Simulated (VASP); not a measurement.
AlCo:

```
CELL_PARAMETERS angstrom
2.81940 0.00000 0.00000
0.00000 2.81940 0.00000
0.00000 0.00000 2.81940
ATOMIC_POSITIONS crystal
Co 0.50000 0.50000 0.50000
Al 0.00000 0.00000 0.00000
```

Base run:

| Quantity | Value |
| --- | --- |
| Program | VASP 6.6.1 |
| Functional | PBE |
| Potentials or basis | VASP PAW PBE potentials, release 64 (Co, Al) |
| Cutoff | 520 eV |
| k mesh | 8 × 8 × 8 |
| Occupations | fermi-dirac, width 0.05 eV |
| Spin | collinear spin, ferromagnetic start |
| Starting moments | [1.0, 0.0] μB |
| Fixed moment | 1 μB |

Its results: pressure 13.4 GPa; site moments Co +1.00; Al -0.00 μB.

The run is repeated on the same cell with these changes: fixed moment from 1 μB to 4 μB; moments at the start from [1.0, 0.0] to [4.0, 0.0]. What comes out?

Pressure 68.4 GPa; site moments Co +3.01; Al +0.25 μB.

Caveats: the total moment is fixed, so each spin has its own Fermi level.
